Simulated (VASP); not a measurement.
# Y3Si2F in VASP: notebook, part 2 of 2

VASP 6.6.1.

### 3 Single point, PBE

This run uses another cell than the first one, of 29.29 Å³/atom.

File INCAR:

```
PREC = Accurate
ENCUT = 520
EDIFF = 1E-7
ISMEAR = 0
SIGMA = 0.1
LREAL = F
LASPH = T
NELM = 100
ALGO = Normal
ISIF = 2
LWAVE = F
LCHARG = T
GGA = PE
LELF = T
LVHAR = T
NBANDS = 33
```

File KPOINTS:

```
regular mesh
0
Gamma
  6 6 10
```

File POSCAR:

```
Y3Si2F
1.0
    7.1942064390      0.0000000000      0.0000000000
   -3.5971032195      6.2303655363      0.0000000000
    0.0000000000      0.0000000000      3.9214244829
Y Si F
3 2 1
Direct
    0.0000000000      0.5000000000      0.0000000000
    0.5000000000      0.0000000000      0.0000000000
    0.5000000000      0.5000000000      0.0000000000
    0.6666666667      0.3333333333      0.5000000000
    0.3333333333      0.6666666667      0.5000000000
    0.0000000000      0.0000000000      0.0000000000
```

Potentials or basis: VASP PAW PBE potentials, release 64 (Y_sv, Si, F).

On the command line:

```console
$ cat potpaw_PBE.64/Y_sv/POTCAR potpaw_PBE.64/Si/POTCAR potpaw_PBE.64/F/POTCAR > POTCAR
$ mpirun -np 1 vasp_std > vasp.out
```

OUTCAR:

```text
PREC = Accurate
   ENCUT = 520
   EDIFF = 1E-7
   ISMEAR = 0
   LREAL = F
   LASPH = T
   NELM = 100
   ISIF = 2
   GGA = PE

 ion  position               nearest neighbor table
   1  0.000  0.500  0.000-   4 2.86   5 2.86   4 2.86   5 2.86   3 3.60   3 3.60   2 3.60   2 3.60

   2  0.500  0.000  0.000-   4 2.86   5 2.86   4 2.86   5 2.86   1 3.60   3 3.60   3 3.60   1 3.60

   3  0.500  0.500  0.000-   4 2.86   5 2.86   4 2.86   5 2.86   1 3.60   1 3.60   2 3.60   2 3.60

   4  0.667  0.333  0.500-   1 2.86   1 2.86   2 2.86   2 2.86   3 2.86   3 2.86
   5  0.333  0.667  0.500-   1 2.86   1 2.86   2 2.86   2 2.86   3 2.86   3 2.86
   6  0.000  0.000  0.000-

  LATTYP: Found a hexagonal cell.
 ALAT       =     7.1942064390
 C/A-ratio  =     0.5450808948

  Lattice vectors:

 A1 = (   7.1942064390,   0.0000000000,   0.0000000000)
 A2 = (  -3.5971032195,   6.2303655363,   0.0000000000)
 A3 = (   0.0000000000,   0.0000000000,   3.9214244829)

Analysis of symmetry for initial positions (statically):
=====================================================================
 Subroutine PRICEL returns:
 Original cell was already a primitive cell.

[... 182 lines left out ...]
 fundamental gap:      0.1410324419
 Fermi energy:         1.9497341257

 k-point     1 :       0.0000    0.0000    0.0000
  band No.  band energies     occupation
      1     -40.8831      2.00000
      2     -40.8509      2.00000
      3     -40.8509      2.00000
      4     -21.1345      2.00000
      5     -21.1345      2.00000
      6     -21.0308      2.00000
[... 853 lines left out ...]
     32       4.7100      0.00000
     33       5.1952      0.00000

 [... further k-points ...]

------------------------ aborting loop because EDIFF is reached ----------------------------------------

  FORCE on cell =-STRESS in cart. coord.  units (eV):
  Direction    XX          YY          ZZ          XY          YZ          ZX
  --------------------------------------------------------------------------------------
  -------------------------------------------------------------------------------------
  Total       -0.0780640     -0.0780640     -0.0990443     -0.0000000      0.0000000     -0.0000000
  in kB       -0.7115759     -0.7115759     -0.9028175     -0.0000000      0.0000000     -0.0000000
  external PRESSURE =      -0.7753231 kB  Pullay stress =       0.0000000 kB

 VOLUME and BASIS-vectors are now :
 -----------------------------------------------------------------------------
  energy-cutoff  :      520.00
  volume of cell :      175.77
      direct lattice vectors                 reciprocal lattice vectors
     7.194206439  0.000000000  0.000000000     0.139000737  0.080252113  0.000000000
    -3.597103220  6.230365536  0.000000000     0.000000000  0.160504226  0.000000000
     0.000000000  0.000000000  3.921424483     0.000000000  0.000000000  0.255009373

 POSITION                                       TOTAL-FORCE (eV/Angst)
 -----------------------------------------------------------------------------------
     -1.79855      3.11518      0.00000        -0.000000      0.000000      0.000000
      3.59710      0.00000      0.00000        -0.000000      0.000000      0.000000
      1.79855      3.11518      0.00000        -0.000000      0.000000      0.000000
      3.59710      2.07679      1.96071         0.000000      0.000000      0.000000
     -0.00000      4.15358      1.96071        -0.000000      0.000000     -0.000000
      0.00000      0.00000      0.00000        -0.000000      0.000000      0.000000
 -----------------------------------------------------------------------------------
    total drift:                                0.000000     -0.000000      0.000000

  FREE ENERGIE OF THE ION-ELECTRON SYSTEM (eV)
  ---------------------------------------------------
  free  energy   TOTEN  =       -36.1759362731 eV

  energy  without entropy=      -36.1730124140  energy(sigma->0) =      -36.17447434
```

It took 7.2 min on 1 thread of Intel Xeon Platinum 8375C at 2.90GHz (Ice Lake), shared host; peak memory 0.42 GiB.

Results:

```
Free energy            : -36.1759 eV
Pressure               : -0.1 GPa
Band gap on the k mesh : zero (bands 24 and 25 overlap by 0.23 eV)
```

Levels at points of the mesh, in eV from the Fermi level:
| k point | band 22 | band 23 | band 24 | band 25 | band 26 | band 27 |
| --- | --- | --- | --- | --- | --- | --- |
| (0.00, 0.00, 0.00) | -0.67 | 0.16 | 0.16 | 0.42 | 0.44 | 0.44 |
| (0.50, 0.00, 0.00) | -0.90 | -0.36 | -0.14 | -0.07 | 0.87 | 1.31 |
| (0.00, 0.00, 0.50) | -0.92 | -0.29 | -0.29 | 0.18 | 0.18 | 1.11 |
| (0.50, 0.00, 0.50) | -1.01 | -1.00 | -0.64 | 0.74 | 1.55 | 1.62 |

Caveat: semilocal functionals underestimate gaps, and a narrow one can read as zero.

### 4 Relaxation of cell and atoms, PBE

File INCAR:

```
PREC = Accurate ; ENCUT = 600
EDIFF = 1E-7 ; ISMEAR = 0
SIGMA = 0.1 ; LREAL = False
LASPH = True ; NELM = 100
ALGO = Normal ; ISIF = 3
LWAVE = False ; LCHARG = False
GGA = PE ; IBRION = 2
NSW = 100 ; EDIFFG = -0.01
```

File KPOINTS:

```
Automatic mesh
0
Gamma
  6 6 10
```

Edit POSCAR of step 3 so:

```diff
@@ -2,5 +2,5 @@
 1.0
-    7.1942064390      0.0000000000      0.0000000000
-   -3.5971032195      6.2303655363      0.0000000000
-    0.0000000000      0.0000000000      3.9214244829
+    7.1792501772      0.0000000000      0.0000000000
+   -3.5896250886      6.2174130336      0.0000000000
+    0.0000000000      0.0000000000      3.9284604389
 Y Si F
```

On the command line:

```console
$ cat potpaw_PBE.64/Y_sv/POTCAR potpaw_PBE.64/Si/POTCAR potpaw_PBE.64/F/POTCAR > POTCAR
$ mpirun -np 1 vasp_std > vasp.out
```

It took 15 min on 1 thread of Intel Xeon Platinum 8375C at 2.90GHz (Ice Lake), shared host; peak memory 0.53 GiB.

The run converged. Its results:

```yaml
Free_energy: -36.1772 eV
Relaxed_volume: 29.25 Å³/atom
Relaxed_cell: a = 7.190 Å, b = 7.190 Å, c = 3.920 Å, α = 90.00°, β = 90.00°, γ = 120.00°
Space_group_after_relaxing_to_0.1_Å: P6/mmm (No. 191)
Energy_gained_by_relaxing: 0.1 meV/atom
Ionic_steps: 4
Pressure_after_relaxing: 0.0 GPa
Band_gap_on_the_k_mesh: zero (bands 24 and 25 overlap by 0.23 eV)
```

Step by step:
```
step  energy change (eV)  largest force (eV/Å)  pressure (GPa)  volume (Å³)
   1              0.0000                0.0000           -0.02       175.35
   2             -0.0003                0.0000            0.03       175.28
   3             -0.0003                0.0000            0.05       175.25
   4             -0.0003                0.0000           -0.01       175.50
```

Final structure:
```
Y Si F
1.0
     7.18982    0.00000    0.00000
    -3.59491    6.22657    0.00000
     0.00000    0.00000    3.92023
Y Si F
3 2 1
Direct
  0.00000 0.50000 0.00000
  0.50000 0.00000 0.00000
  0.50000 0.50000 0.00000
  0.66667 0.33333 0.50000
  0.33333 0.66667 0.50000
  0.00000 0.00000 0.00000
```

Levels at points of the mesh, in eV from the Fermi level:
| k point | band 22 | band 23 | band 24 | band 25 | band 26 | band 27 |
| --- | --- | --- | --- | --- | --- | --- |
| (0.00, 0.00, 0.00) | -0.67 | 0.16 | 0.16 | 0.42 | 0.44 | 0.44 |
| (0.50, 0.00, 0.00) | -0.90 | -0.36 | -0.14 | -0.07 | 0.88 | 1.31 |
| (0.00, 0.00, 0.50) | -0.91 | -0.29 | -0.29 | 0.18 | 0.18 | 1.11 |
| (0.50, 0.00, 0.50) | -1.01 | -1.00 | -0.64 | 0.74 | 1.56 | 1.62 |

Caveat: semilocal functionals underestimate gaps, and a narrow one can read as zero.

### 5 Overview

| task | cell | k mesh | cutoff (eV) | gap on the mesh (eV) | pressure (GPa) |
| --- | --- | --- | --- | --- | --- |
| single point | a = 7.179, b = 7.179, c = 3.928 Å, angles 90.0, 90.0, 120.0°, 6 atoms | 6 × 6 × 4 | 520 | none | 0.0 |
| single point | a = 7.194, b = 7.194, c = 3.921 Å, angles 90.0, 90.0, 120.0°, 6 atoms | 6 × 6 × 10 | 520 | none | -0.1 |
| relaxation of cell and atoms | relaxed from a = 7.179, b = 7.179, c = 3.928 Å, angles 90.0, 90.0, 120.0°, 6 atoms | 6 × 6 × 10 | 600 | none | 0.0 |

Alike in all rows: level PBE; potentials or basis VASP PAW PBE potentials, release 64 (Y_sv, Si, F); no spin polarisation; smearing gaussian 0.1 eV.

Caveats: some runs use coarse meshes; semilocal functionals underestimate gaps, and a narrow one can read as zero.

Absolute energies hang on the potentials; compare differences alone.

The gap in the log of VASP goes by the Fermi energy; the results here count the filled bands.